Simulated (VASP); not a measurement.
The system is BaTe.

```
CELL_PARAMETERS angstrom
4.89537 0.00000 0.00000
-2.44769 4.23952 0.00000
0.00000 0.00000 8.58407
ATOMIC_POSITIONS crystal
Ba 0.00000 0.00000 0.00000
Ba 0.00000 0.00000 0.50000
Te 0.33333 0.66667 0.25000
Te 0.66667 0.33333 0.75000
```

Base run:

| Property | Result |
| --- | --- |
| Program | VASP 6.6.1 |
| Functional | r2SCAN |
| Potentials or basis | VASP PAW PBE potentials, release 64 (Ba_sv, Te) |
| Cutoff | 520 eV |
| k mesh | 6 × 6 × 2 |
| Occupations | gaussian, width 0.01 eV |
| Spin | no spin polarisation |

Its results: band gap on the k mesh 2.05 eV, indirect (least direct gap 2.10 eV); pressure 0.3 GPa.

Question: The run is repeated on the same cell with these changes: functional from r2SCAN to PBE. What comes out?

Answer: Band gap on the k mesh 1.67 eV, indirect (least direct gap 1.72 eV); pressure 0.4 GPa.

r2SCAN gives the wider gap, since meta-GGAs in the generalised Kohn-Sham scheme recover part of the derivative discontinuity.

Caveats: spin-orbit coupling is left out, which moves the levels of the heavy elements; the PAW data sets were made with another functional, which shifts forces and pressure a little (some runs).

A k mesh can miss the band edges.
